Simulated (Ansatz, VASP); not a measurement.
One calculation of C, two programs

```xyz
2
Lattice="0.0000 2.1268 3.4549 1.2279 0.0000 3.4549 1.2279 2.1268 0.0000" Properties=species:S:1:pos:R:3 pbc="T T T"
C     1.2279    0.7091    3.4549
C     1.2279    3.5444    3.4549
```

Change from the starting cell: strain +0.000 along x and y, -0.030 along z, atoms carried along.

Alike in both runs: task single point; functional r2SCAN; k mesh 14 × 14 × 14; occupations gaussian, width 0.05 eV; no spin polarisation.

```csv
,VASP,Ansatz
version,VASP 6.6.1,Ansatz 0.2.0
potentials or method,"VASP PAW PBE potentials, release 64 (C), cutoff 520 eV","scalar-relativistic, plane waves, PAW"
valence electrons in the cell,8,8
```

VASP gave:

- gap on the k mesh at the Fermi level (eV): 0.52
- least direct gap on the mesh (eV): 0.63
- pressure (GPa): 0.9
- traceless stress, the component that is largest in VASP (GPa): -0.16
- rms of the force components (eV/Å): 0.003

Q: Which values does Ansatz return?

A: gap on the k mesh at the Fermi level (eV): 0.52; least direct gap on the mesh (eV): 0.63; pressure (GPa): 0.2; traceless stress, the component that is largest in VASP (GPa): 0.61; rms of the force components (eV/Å): 0.003.

VASP's potentials were made for PBE, not for r2SCAN. Atom by atom the forces differ by 0.000 eV/Å (rms over components).
